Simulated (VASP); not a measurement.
# Ti (P6_3/mmc) in VASP: a series of runs

The runs below take Ti through electric field gradients, with PBE.

All numbers are computed with VASP 6.6.1; they aren't measurements. Logs are shortened: lines on timing, memory, paths and dates and some standing lists are left out, and cuts for length are marked.

## (1) The cell of the first run

Symmetry: P6_3/mmc, No. 194, hexagonal system. The conventional cell has a = 2.950 Å, b = 2.950 Å, c = 4.733 Å, α = 90.00°, β = 90.00°, γ = 120.00°. Ti (site symmetry -6m2) has 12 Ti at 2.92 to 2.95 Å within 3.8 Å.

## (2) Electric field gradients, PBE (zz strain of +1 %)

Contents of INCAR:

```
SYSTEM = Ti
ALGO = Normal
EDIFF = 1E-8
ENCUT = 400
GGA = PE
GGA_COMPAT = .FALSE.
ISIF = 2
ISMEAR = -1
LASPH = .TRUE.
LCHARG = .FALSE.
LEFG = .TRUE.
LREAL = .FALSE.
LWAVE = .FALSE.
NBANDS = 19
NELM = 120
PREC = Accurate
SIGMA = 0.08
```

Contents of KPOINTS:

```
k-points
0
G
  13 13 7
  0 0 0
```

Contents of POSCAR:

```
Ti
1.0
    2.9499978604      0.0000000000      0.0000000000
   -1.4749989302      2.5547730882      0.0000000000
    0.0000000000      0.0000000000      4.7328600000
Ti
2
Direct
    0.3333333333      0.6666666667      0.2500000000
    0.6666666667      0.3333333333      0.7500000000
```

Potentials or basis: VASP PAW PBE potentials, release 64 (Ti_sv).

Command:

```bash
> cat potpaw_PBE.64/Ti_sv/POTCAR > POTCAR
> mpirun -np 1 vasp_std > vasp.out
```

OUTCAR:

```text
SYSTEM = Ti
   EDIFF = 1E-8
   ENCUT = 400
   GGA = PE
   ISIF = 2
   ISMEAR = -1
   LASPH = .TRUE.
   LREAL = .FALSE.
   NELM = 120
   PREC = Accurate

 ion  position               nearest neighbor table
   1  0.333  0.667  0.250-   2 2.92   2 2.92   2 2.92   2 2.92   2 2.92   2 2.92
   2  0.667  0.333  0.750-   1 2.92   1 2.92   1 2.92   1 2.92   1 2.92   1 2.92

  LATTYP: Found a hexagonal cell.
 ALAT       =     2.9499978604
 C/A-ratio  =     1.6043604857

  Lattice vectors:

 A1 = (   2.9499978604,   0.0000000000,   0.0000000000)
 A2 = (  -1.4749989302,   2.5547730882,   0.0000000000)
 A3 = (   0.0000000000,   0.0000000000,   4.7328600000)

Analysis of symmetry for initial positions (statically):
=====================================================================
 Subroutine PRICEL returns:
 Original cell was already a primitive cell.

 Routine SETGRP: Setting up the symmetry group for a
 hexagonal supercell.

 Subroutine GETGRP returns: Found 24 space group operations
 (whereof 12 operations were pure point group operations)
 out of a pool of 24 trial point group operations.

The static configuration has the point symmetry D_3d.
 The point group associated with its full space group is D_6h.

Analysis of symmetry for dynamics (positions and initial velocities):
=====================================================================
 Subroutine PRICEL returns:
 Original cell was already a primitive cell.

 Routine SETGRP: Setting up the symmetry group for a
 hexagonal supercell.

 Subroutine GETGRP returns: Found 24 space group operations
 (whereof 12 operations were pure point group operations)
 out of a pool of 24 trial point group operations.

The dynamic configuration has the point symmetry D_3d.
 The point group associated with its full space group is D_6h.

 Subroutine INISYM returns: Found 24 space group operations
 (whereof 12 operations are pure point group operations),
 and found     1 'primitive' translations

----------------------------------------------------------------------------------------

                                     Primitive cell

  volume of cell :      35.6696

  direct lattice vectors                    reciprocal lattice vectors
     2.949997860  0.000000000  0.000000000     0.338983297  0.195712098  0.000000000
    -1.474998930  2.554773088  0.000000000     0.000000000  0.391424195  0.000000000
     0.000000000  0.000000000  4.732860000     0.000000000  0.000000000  0.211288735

  length of vectors
     2.949997860  2.949997860  4.732860000     0.391424195  0.391424195  0.211288735

  position of ions in fractional coordinates (direct lattice)
     0.333333333  0.666666667  0.250000000
     0.666666667  0.333333333  0.750000000

  ion indices of the primitive-cell ions
   primitive index   ion index
                 1           1
                 2           2

----------------------------------------------------------------------------------------

 KPOINTS: k-points

Automatic generation of k-mesh.
 Grid dimensions read from file:
 generate k-points for:   13   13    7

 Generating k-lattice:

  Cartesian coordinates                     Fractional coordinates (reciprocal lattice)
     0.026075638  0.015054777  0.000000000     0.076923077  0.000000000  0.000000000
     0.000000000  0.030109553  0.000000000     0.000000000  0.076923077  0.000000000
     0.000000000  0.000000000  0.030184105     0.000000000  0.000000000  0.142857143

  Length of vectors
     0.030109553  0.030109553  0.030184105

  Shift w.r.t. Gamma in fractional coordinates (k-lattice)
     0.000000000  0.000000000  0.000000000

 Subroutine IBZKPT returns following result:
 ===========================================

 Found     84 irreducible k-points:

 Following reciprocal coordinates:
            Coordinates               Weight
  0.000000  0.000000  0.000000      1.000000
  0.076923 -0.000000  0.000000      6.000000
  0.153846 -0.000000  0.000000      6.000000
  0.230769 -0.000000  0.000000      6.000000
  0.307692 -0.000000  0.000000      6.000000
  0.384615 -0.000000  0.000000      6.000000
[... 16 lines left out ...]
  0.076923 -0.000000  0.142857     12.000000
  0.153846 -0.000000  0.142857     12.000000
 [... further k-points ...]
   k-points           NKPTS =     84   k-points in BZ     NKDIM =     84   number of bands    NBANDS=     19
   number of dos      NEDOS =    301   number of ions     NIONS =      2
   total plane-waves  NPLWV =  12800
   dimension x,y,z NGX =    20 NGY =   20 NGZ =   32
   dimension x,y,z NGXF=    40 NGYF=   40 NGZF=   64
   ions per type =               2
   NGX,Y,Z   is equivalent  to a cutoff of  11.27, 11.27, 11.24 a.u.
   NGXF,Y,Z  is equivalent  to a cutoff of  22.54, 22.54, 22.48 a.u.
 SYSTEM =  Ti
   PREC   = accura    normal or accurate (medium, high low for compatibility)
   ISTART =      0    job   : 0-new  1-cont  2-samecut
   ICHARG =      2    charge: 1-file 2-atom 10-const
   ISPIN  =      1    spin polarized calculation?
   LNONCOLLINEAR =      F non collinear calculations
   LSORBIT =      F    spin-orbit coupling
   LASPH  =      T    aspherical Exc in radial PAW
   ENCUT  =  400.0 eV  29.40 Ry    5.42 a.u.   4.81  4.81  7.72*2*pi/ulx,y,z
   NELM   =    120;   NELMIN=  2; NELMDL= -5     # of ELM steps
   EDIFF  = 0.1E-07   stopping-criterion for ELM
   LREAL  =      F    real-space projection
   EDIFFG = 0.1E-06   stopping-criterion for IOM
   NSW    =      0    number of steps for IOM
   IBRION =     -1    ionic relax: 0-MD 1-quasi-New 2-CG
   NFREE  =      0    steps in history (QN), initial steepest desc. (CG)
   ISIF   =      2    stress and relaxation
   ISYM   =      2    0-nonsym 1-usesym 2-fastsym
   POTIM  = 0.5000    time-step for ionic-motion
   TEBEG  =    0.0;   TEEND  =   0.0 temperature during run
   PSTRESS=    0.0 pullay stress
   NELECT =      24.0000    total number of electrons
   NUPDOWN=      -1.0000    fix difference up-down
   EMIN   =  10.00;   EMAX   =-10.00  energy-range for DOS
   EFERMI =   0.00;   METHOD = LEGACY
   ISMEAR =    -1;   SIGMA  =   0.08  broadening in eV -4-tet -1-fermi 0-gaus
   EFERMI_NEDOS =   21; number of points for ismear=-14 and -15
   IALGO  =     38    algorithm
   IMIX   =      4    mixing-type and parameters
     AMIX     =   0.40;   BMIX     =  1.00
     AMIX_MAG =   1.60;   BMIX_MAG =  1.00
  volume/ion in A,a.u.               =      17.83       120.36
  Fermi-wavevector in a.u.,A,eV,Ry     =   1.434540  2.710888 27.999500  2.057905
  Thomas-Fermi vector in A             =   2.553937
   LORBIT       =      0    0 simple, 1 ext, 2 COOP (PROOUT), +10 PAW based schemes
   GGA     = PE    functional components
   LHFCALC =     F    Hartree Fock is set to
   AEXX    =    0.0000 exact exchange contribution
   IVDW    =     0    specifies the selected vdW correction
   LEPSILON=     F    determine dielectric tensor
   LRPA    =     F    only Hartree local field effects (RPA)
 non-spin polarized calculation
  energy-cutoff  :      400.00
  volume of cell :       35.67
 maximum number of plane-waves:       667
 NGX is ok and might be reduce to    20
   NGX =  9   NGY =  9   NGZ = 15

 number of electron      23.9999997 magnetization

 Free energy of the ion-electron system (eV)
  ---------------------------------------------------
  ext. energy  EPLUGINS =         0.00000000
  ---------------------------------------------------
  free energy    TOTEN  =       -15.66888650 eV

  energy without entropy =      -15.61948148  energy(sigma->0) =      -15.64418399

 E-fermi :   8.0499     XC(G=0): -11.3731

 val. band max:        8.0495098655   @ k =   0.0000   0.0000   0.2857
 cond. band min:       8.0549064834   @ k =   0.2308   0.2308   0.4286
 fundamental gap:      0.0053966179
 Fermi energy:         8.0499003908

 k-point     1 :       0.0000    0.0000    0.0000
  band No.  band energies     occupation
      1     -48.8244      2.00000
      2     -48.7063      2.00000
      3     -25.3814      2.00000
      4     -24.7931      2.00000
      5     -24.7931      2.00000
      6     -24.7486      2.00000
[... 11 lines left out ...]
     18       9.7048      0.00000
     19      11.1235      0.00000

 k-point     2 :       0.0769   -0.0000    0.0000
  band No.  band energies     occupation
      1     -48.8191      2.00000
      2     -48.7042      2.00000
      3     -25.3696      2.00000
      4     -24.8185      2.00000
      5     -24.8014      2.00000
      6     -24.7534      2.00000
[... 11 lines left out ...]
     18       9.6163      0.00000
     19      11.1683      0.00000

 k-point     3 :       0.1538   -0.0000    0.0000
  band No.  band energies     occupation
      1     -48.8037      2.00000
      2     -48.6980      2.00000
      3     -25.3355      2.00000
      4     -24.8889      2.00000
      5     -24.8237      2.00000
      6     -24.8042      2.00000
[... 11 lines left out ...]
     18       9.6917      0.00000
     19      11.2660      0.00000

 k-point     4 :       0.2308   -0.0000    0.0000
  band No.  band energies     occupation
      1     -48.7818      2.00000
      2     -48.6903      2.00000
      3     -25.2835      2.00000
      4     -24.9892      2.00000
      5     -24.9023      2.00000
      6     -24.8540      2.00000
[... 11 lines left out ...]
     18      10.1334      0.00000
     19      11.3612      0.00000

 k-point     5 :       0.3077   -0.0000    0.0000
  band No.  band energies     occupation
      1     -48.7569      2.00000
      2     -48.6829      2.00000
      3     -25.2205      2.00000
      4     -25.0964      2.00000
      5     -25.0031      2.00000
      6     -24.8851      2.00000
[... 11 lines left out ...]
     18      10.6507      0.00000
     19      11.4311      0.00000
[... 334 lines left out ...]
      2     -48.6850      2.00000
      3     -25.1575      2.00000
      4     -25.0733      2.00000
      5     -25.0391      2.00000
      6     -25.0249      2.00000
[... 11 lines left out ...]
     18      11.2052      0.00000
     19      13.4400      0.00000

 k-point    22 :       0.0000    0.0000    0.1429
  band No.  band energies     occupation
      1     -48.8189      2.00000
      2     -48.7130      2.00000
      3     -25.3512      2.00000
      4     -24.7889      2.00000
      5     -24.7889      2.00000
      6     -24.7811      2.00000
[... 11 lines left out ...]
     18       9.8688      0.00000
     19      11.1254      0.00000

 k-point    23 :       0.0769   -0.0000    0.1429
  band No.  band energies     occupation
      1     -48.8134      2.00000
      2     -48.7100      2.00000
      3     -25.3408      2.00000
      4     -24.8137      2.00000
      5     -24.7969      2.00000
      6     -24.7918      2.00000
[... 11 lines left out ...]
     18       9.8136      0.00000
     19      11.1621      0.00000

 k-point    24 :       0.1538   -0.0000    0.1429
  band No.  band energies     occupation
      1     -48.7988      2.00000
      2     -48.7034      2.00000
      3     -25.3113      2.00000
      4     -24.8826      2.00000
      5     -24.8394      2.00000
      6     -24.8186      2.00000
[... 11 lines left out ...]
     18       9.7922      0.00000
     19      11.2403      0.00000

 [... further k-points ...]

------------------------ aborting loop because EDIFF is reached ----------------------------------------

  FORCE on cell =-STRESS in cart. coord.  units (eV):
  Direction    XX          YY          ZZ          XY          YZ          ZX
  --------------------------------------------------------------------------------------
  -------------------------------------------------------------------------------------
  Total       -0.6887005     -0.6887005     -1.0105855     -0.0000000      0.0000000     -0.0000000
  in kB      -30.9345151    -30.9345151    -45.3926948     -0.0000000      0.0000000     -0.0000000
  external PRESSURE =     -35.7539083 kB  Pullay stress =       0.0000000 kB

 VOLUME and BASIS-vectors are now :
 -----------------------------------------------------------------------------
  energy-cutoff  :      400.00
  volume of cell :       35.67
      direct lattice vectors                 reciprocal lattice vectors
     2.949997860  0.000000000  0.000000000     0.338983297  0.195712098  0.000000000
    -1.474998930  2.554773088  0.000000000     0.000000000  0.391424195  0.000000000
     0.000000000  0.000000000  4.732860000     0.000000000  0.000000000  0.211288735

 POSITION                                       TOTAL-FORCE (eV/Angst)
 -----------------------------------------------------------------------------------
     -0.00000      1.70318      1.18321         0.000000     -0.000000      0.000000
      1.47500      0.85159      3.54964        -0.000000      0.000000      0.000000
 -----------------------------------------------------------------------------------
    total drift:                               -0.000000      0.000000     -0.000000

  FREE ENERGIE OF THE ION-ELECTRON SYSTEM (eV)
  ---------------------------------------------------
  free  energy   TOTEN  =       -15.6688865025 eV

  energy  without entropy=      -15.6194814843  energy(sigma->0) =      -15.64418399

 Electric field gradients (V/A^2)
---------------------------------------------------------------------
 ion       V_xx      V_yy      V_zz      V_xy      V_xz      V_yz
---------------------------------------------------------------------
   1      -7.147    -7.143    14.290     0.003     0.000    -0.000
   2      -7.147    -7.143    14.290     0.003    -0.000     0.000
---------------------------------------------------------------------

 Electric field gradients after diagonalization (V/A^2)
 (convention: |V_zz| > |V_xx| > |V_yy|)
----------------------------------------------------------------------
 ion       V_xx      V_yy      V_zz     asymmetry (V_yy - V_xx)/ V_zz
----------------------------------------------------------------------
   1      -7.148    -7.142    14.290       0.000
   2      -7.148    -7.142    14.290       0.000
----------------------------------------------------------------------

           NMR quadrupolar parameters

 Cq : quadrupolar parameter    Cq=e*Q*V_zz/h
 eta: asymmetry parameters     (V_yy - V_xx)/ V_zz
 Q  : nuclear electric quadrupole moment in mb (millibarn)
----------------------------------------------------------------------
 ion       Cq(MHz)       eta       Q (mb)
----------------------------------------------------------------------
   1       0.035       0.000       1.000
   2       0.035       0.000       1.000
----------------------------------------------------------------------
```

Run time: 48 s. Hardware: 1 thread of Intel Xeon Platinum 8259CL at 2.50GHz (Skylake/Cascade Lake), shared host; peak memory 0.15 GiB.

Results:

```yaml
Free_energy: -15.6689 eV
Pressure: -3.6 GPa
Band_gap_on_the_k_mesh: zero (bands 12 and 13 overlap by 1.08 eV)
Largest_electric_field_gradient_by_atom: Ti +14.3 V/Å²
```

Electric field gradients, principal values (V/Å²):
```
atom   least  middle  greatest (by size)
1 Ti  -7.142  -7.148              14.290
2 Ti  -7.142  -7.148              14.290
```

Caveat: the cell differs from its parent crystal (zz strain of +1 %); the cell stands under tension; without QUAD_EFG the Cq values of the log hold for a quadrupole moment of 1 mb, not for the nuclei.

[end of part 1 of 2]
